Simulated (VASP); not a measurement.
# NaLa in VASP: notebook

Runs on NaLa. Level: PBE. Tasks: single point.

All numbers are computed with VASP 6.6.1; they aren't measurements. Logs are shortened: lines on timing, memory, paths and dates and some standing lists are left out, and cuts for length are marked.

## (1) The cell of the first run

It takes space group P-6m2 (No. 187, hexagonal). Conventional cell: a = 3.606 Å, b = 3.606 Å, c = 6.484 Å, α = 90.00°, β = 90.00°, γ = 120.00°. Within 4.7 Å of La (site symmetry -6m2) lie 6 La at 3.61 Å and 6 Na at 3.85 Å. Within 4.7 Å of Na (site symmetry -6m2) lie 6 Na at 3.61 Å and 6 La at 3.85 Å.

## (2) Single point, PBE

INCAR reads:

```
SYSTEM = NaLa
PREC = Accurate ; ENCUT = 520
EDIFF = 1E-6 ; ISMEAR = -1
SIGMA = 0.05 ; LREAL = .FALSE.
LASPH = .TRUE. ; NELM = 100
ALGO = Normal ; ISIF = 2
LWAVE = .FALSE. ; LCHARG = .TRUE.
GGA = PE ; LELF = .TRUE.
LVHAR = .TRUE. ; NBANDS = 16
```

KPOINTS reads:

```
Automatic mesh
0
G
  9 9 4
  0 0 0
```

POSCAR reads:

```
NaLa
1.0
    3.6062507687      0.0000000000      0.0000000000
   -1.8031253843      3.1231047781      0.0000000000
    0.0000000000      0.0000000000      6.4837820000
La Na
1 1
Direct
    0.3333333333      0.6666666667      0.5000000000
    0.0000000000      0.0000000000      0.0000000000
```

Potentials or basis: VASP PAW PBE potentials, release 64 (La, Na_pv).

Started as:

```console
cat potpaw_PBE.64/La/POTCAR potpaw_PBE.64/Na_pv/POTCAR > POTCAR
mpirun -np 1 vasp_std > vasp.out
```

OUTCAR:

```text
SYSTEM = NaLa
   PREC = Accurate
   ENCUT = 520
   EDIFF = 1E-6
   ISMEAR = -1
   LREAL = .FALSE.
   LASPH = .TRUE.
   NELM = 100
   ISIF = 2
   GGA = PE

 ion  position               nearest neighbor table
   1  0.333  0.667  0.500-
   2  0.000  0.000  0.000-

  LATTYP: Found a hexagonal cell.
 ALAT       =     3.6062507687
 C/A-ratio  =     1.7979287675

  Lattice vectors:

 A1 = (   3.6062507687,   0.0000000000,   0.0000000000)
 A2 = (  -1.8031253843,   3.1231047781,   0.0000000000)
 A3 = (   0.0000000000,   0.0000000000,   6.4837820000)

Analysis of symmetry for initial positions (statically):
=====================================================================
 Subroutine PRICEL returns:
 Original cell was already a primitive cell.

 Routine SETGRP: Setting up the symmetry group for a
 hexagonal supercell.

 Subroutine GETGRP returns: Found 12 space group operations
 (whereof 12 operations were pure point group operations)
 out of a pool of 24 trial point group operations.

The static configuration has the point symmetry D_3h.

Analysis of symmetry for dynamics (positions and initial velocities):
=====================================================================
 Subroutine PRICEL returns:
 Original cell was already a primitive cell.

 Routine SETGRP: Setting up the symmetry group for a
 hexagonal supercell.

 Subroutine GETGRP returns: Found 12 space group operations
 (whereof 12 operations were pure point group operations)
 out of a pool of 24 trial point group operations.

The dynamic configuration has the point symmetry D_3h.

 Subroutine INISYM returns: Found 12 space group operations
 (whereof 12 operations are pure point group operations),
 and found     1 'primitive' translations

----------------------------------------------------------------------------------------

                                     Primitive cell

  volume of cell :      73.0249

  direct lattice vectors                    reciprocal lattice vectors
     3.606250769  0.000000000  0.000000000     0.277296301  0.160097094  0.000000000
    -1.803125384  3.123104778  0.000000000     0.000000000  0.320194188  0.000000000
     0.000000000  0.000000000  6.483782000     0.000000000  0.000000000  0.154230972

  length of vectors
     3.606250769  3.606250769  6.483782000     0.320194188  0.320194188  0.154230972

  position of ions in fractional coordinates (direct lattice)
     0.333333333  0.666666667  0.500000000
     0.000000000  0.000000000  0.000000000

  ion indices of the primitive-cell ions
   primitive index   ion index
                 1           1
                 2           2

----------------------------------------------------------------------------------------

 KPOINTS: Automatic mesh

Automatic generation of k-mesh.
 Grid dimensions read from file:
 generate k-points for:    9    9    4

 Generating k-lattice:

  Cartesian coordinates                     Fractional coordinates (reciprocal lattice)
     0.030810700  0.017788566  0.000000000     0.111111111  0.000000000  0.000000000
     0.000000000  0.035577132  0.000000000     0.000000000  0.111111111  0.000000000
     0.000000000  0.000000000  0.038557743     0.000000000  0.000000000  0.250000000

  Length of vectors
     0.035577132  0.035577132  0.038557743

  Shift w.r.t. Gamma in fractional coordinates (k-lattice)
     0.000000000  0.000000000  0.000000000

 Subroutine IBZKPT returns following result:
 ===========================================

 Found     36 irreducible k-points:

 Following reciprocal coordinates:
            Coordinates               Weight
  0.000000  0.000000  0.000000      1.000000
  0.111111  0.000000  0.000000      6.000000
  0.222222  0.000000  0.000000      6.000000
  0.333333  0.000000  0.000000      6.000000
  0.444444  0.000000  0.000000      6.000000
  0.111111  0.111111  0.000000      6.000000
[... 16 lines left out ...]
  0.333333  0.222222  0.250000     24.000000
  0.333333  0.333333  0.250000      4.000000
 [... further k-points ...]
   k-points           NKPTS =     36   k-points in BZ     NKDIM =     36   number of bands    NBANDS=     16
   number of dos      NEDOS =    301   number of ions     NIONS =      2
   total plane-waves  NPLWV =  37632
   dimension x,y,z NGX =    28 NGY =   28 NGZ =   48
   dimension x,y,z NGXF=    56 NGYF=   56 NGZF=   96
   ions per type =               1   1
   NGX,Y,Z   is equivalent  to a cutoff of  12.91, 12.91, 12.31 a.u.
   NGXF,Y,Z  is equivalent  to a cutoff of  25.82, 25.82, 24.61 a.u.
 SYSTEM =  NaLa
   PREC   = accura    normal or accurate (medium, high low for compatibility)
   ISTART =      0    job   : 0-new  1-cont  2-samecut
   ICHARG =      2    charge: 1-file 2-atom 10-const
   ISPIN  =      1    spin polarized calculation?
   LNONCOLLINEAR =      F non collinear calculations
   LSORBIT =      F    spin-orbit coupling
   LASPH  =      T    aspherical Exc in radial PAW
   ENCUT  =  520.0 eV  38.22 Ry    6.18 a.u.   6.71  6.71 12.06*2*pi/ulx,y,z
   NELM   =    100;   NELMIN=  2; NELMDL= -5     # of ELM steps
   EDIFF  = 0.1E-05   stopping-criterion for ELM
   LREAL  =      F    real-space projection
   EDIFFG = 0.1E-04   stopping-criterion for IOM
   NSW    =      0    number of steps for IOM
   IBRION =     -1    ionic relax: 0-MD 1-quasi-New 2-CG
   NFREE  =      0    steps in history (QN), initial steepest desc. (CG)
   ISIF   =      2    stress and relaxation
   ISYM   =      2    0-nonsym 1-usesym 2-fastsym
   POTIM  = 0.5000    time-step for ionic-motion
   TEBEG  =    0.0;   TEEND  =   0.0 temperature during run
   PSTRESS=    0.0 pullay stress
   NELECT =      18.0000    total number of electrons
   NUPDOWN=      -1.0000    fix difference up-down
   EMIN   =  10.00;   EMAX   =-10.00  energy-range for DOS
   EFERMI =   0.00;   METHOD = LEGACY
   ISMEAR =    -1;   SIGMA  =   0.05  broadening in eV -4-tet -1-fermi 0-gaus
   EFERMI_NEDOS =   21; number of points for ismear=-14 and -15
   IALGO  =     38    algorithm
   IMIX   =      4    mixing-type and parameters
     AMIX     =   0.40;   BMIX     =  1.00
     AMIX_MAG =   1.60;   BMIX_MAG =  1.00
  volume/ion in A,a.u.               =      36.51       246.40
  Fermi-wavevector in a.u.,A,eV,Ry     =   1.026460  1.939728 14.335373  1.053620
  Thomas-Fermi vector in A             =   2.160354
   LORBIT       =      0    0 simple, 1 ext, 2 COOP (PROOUT), +10 PAW based schemes
   GGA     = PE    functional components
   LHFCALC =     F    Hartree Fock is set to
   AEXX    =    0.0000 exact exchange contribution
   IVDW    =     0    specifies the selected vdW correction
   LEPSILON=     F    determine dielectric tensor
   LRPA    =     F    only Hartree local field effects (RPA)
 non-spin polarized calculation
  energy-cutoff  :      520.00
  volume of cell :       73.02
 maximum number of plane-waves:      1988
 NGX is ok and might be reduce to    28
   NGX = 13   NGY = 13   NGZ = 25

 number of electron      17.9999986 magnetization

 Free energy of the ion-electron system (eV)
  ---------------------------------------------------
  ext. energy  EPLUGINS =         0.00000000
  ---------------------------------------------------
  free energy    TOTEN  =        -5.84464490 eV

  energy without entropy =       -5.81940983  energy(sigma->0) =       -5.83202736

 E-fermi :   4.1721     XC(G=0):  -8.1423

 val. band max:        4.1435457895   @ k =   0.3333   0.2222   0.2500
 cond. band min:       4.1963195338   @ k =   0.0000   0.0000   0.5000
 fundamental gap:      0.0527737443
 Fermi energy:         4.1720981176

 k-point     1 :       0.0000    0.0000    0.0000
  band No.  band energies     occupation
      1     -28.9319      2.00000
      2     -20.2455      2.00000
      3     -20.2438      2.00000
      4     -20.2438      2.00000
      5     -12.7206      2.00000
      6     -11.8547      2.00000
[... 8 lines left out ...]
     15       5.9234      0.00000
     16       5.9236      0.00000

 k-point     2 :       0.1111    0.0000    0.0000
  band No.  band energies     occupation
      1     -28.9097      2.00000
      2     -20.2485      2.00000
      3     -20.2449      2.00000
      4     -20.2447      2.00000
      5     -12.6932      2.00000
      6     -12.0387      2.00000
[... 8 lines left out ...]
     15       5.8837      0.00000
     16       6.0014      0.00000

 k-point     3 :       0.2222    0.0000    0.0000
  band No.  band energies     occupation
      1     -28.8529      2.00000
      2     -20.2605      2.00000
      3     -20.2478      2.00000
      4     -20.2428      2.00000
      5     -12.6226      2.00000
      6     -12.4774      2.00000
[... 8 lines left out ...]
     15       5.9467      0.00000
     16       5.9842      0.00000

 k-point     4 :       0.3333    0.0000    0.0000
  band No.  band energies     occupation
      1     -28.7869      2.00000
      2     -20.2740      2.00000
      3     -20.2510      2.00000
      4     -20.2407      2.00000
      5     -12.9378      2.00000
      6     -12.5405      2.00000
[... 8 lines left out ...]
     15       5.9808      0.00000
     16       6.0386      0.00000
[... 324 lines left out ...]
 k-point    22 :       0.2222    0.2222    0.2500
  band No.  band energies     occupation
      1     -28.7576      2.00000
      2     -20.2747      2.00000
      3     -20.2576      2.00000
      4     -20.2397      2.00000
      5     -12.9561      2.00000
      6     -12.5048      2.00000
[... 8 lines left out ...]
     15       5.9504      0.00000
     16       6.0858      0.00000

 k-point    23 :       0.3333    0.2222    0.2500
  band No.  band energies     occupation
      1     -28.7238      2.00000
      2     -20.2778      2.00000
      3     -20.2629      2.00000
      4     -20.2387      2.00000
      5     -13.0577      2.00000
      6     -12.5473      2.00000
[... 8 lines left out ...]
     15       5.9491      0.00000
     16       6.0691      0.00000

 k-point    24 :       0.3333    0.3333    0.2500
  band No.  band energies     occupation
      1     -28.7121      2.00000
      2     -20.2720      2.00000
      3     -20.2716      2.00000
      4     -20.2384      2.00000
      5     -12.8599      2.00000
      6     -12.8573      2.00000
[... 8 lines left out ...]
     15       5.7783      0.00000
     16       6.0141      0.00000

 [... further k-points ...]

------------------------ aborting loop because EDIFF is reached ----------------------------------------

  FORCE on cell =-STRESS in cart. coord.  units (eV):
  Direction    XX          YY          ZZ          XY          YZ          ZX
  --------------------------------------------------------------------------------------
  -------------------------------------------------------------------------------------
  Total       -0.0588104     -0.0588104      0.0160287     -0.0000000      0.0000000      0.0000000
  in kB       -1.2903087     -1.2903087      0.3516726     -0.0000000      0.0000000      0.0000000
  external PRESSURE =      -0.7429816 kB  Pullay stress =       0.0000000 kB

 VOLUME and BASIS-vectors are now :
 -----------------------------------------------------------------------------
  energy-cutoff  :      520.00
  volume of cell :       73.02
      direct lattice vectors                 reciprocal lattice vectors
     3.606250769  0.000000000  0.000000000     0.277296301  0.160097094  0.000000000
    -1.803125384  3.123104778  0.000000000     0.000000000  0.320194188  0.000000000
     0.000000000  0.000000000  6.483782000     0.000000000  0.000000000  0.154230972

 POSITION                                       TOTAL-FORCE (eV/Angst)
 -----------------------------------------------------------------------------------
     -0.00000      2.08207      3.24189         0.000000      0.000000      0.000000
      0.00000      0.00000      0.00000        -0.000000     -0.000000      0.000000
 -----------------------------------------------------------------------------------
    total drift:                                0.000000     -0.000000     -0.000000

  FREE ENERGIE OF THE ION-ELECTRON SYSTEM (eV)
  ---------------------------------------------------
  free  energy   TOTEN  =        -5.8446449003 eV

  energy  without entropy=       -5.8194098256  energy(sigma->0) =       -5.83202736
```

Wall time 37 s (1 thread of Intel Xeon Platinum 8259CL at 2.50GHz (Skylake/Cascade Lake), shared host); peak memory 0.21 GiB.

Results:

| Item | Value |
| --- | --- |
| Free energy | -5.8446 eV |
| Pressure | -0.1 GPa |
| Band gap on the k mesh | zero (bands 9 and 10 overlap by 0.55 eV) |

Caveat: spin-orbit coupling is left out, which moves the levels of the heavy elements.

[end of part 1 of 2]
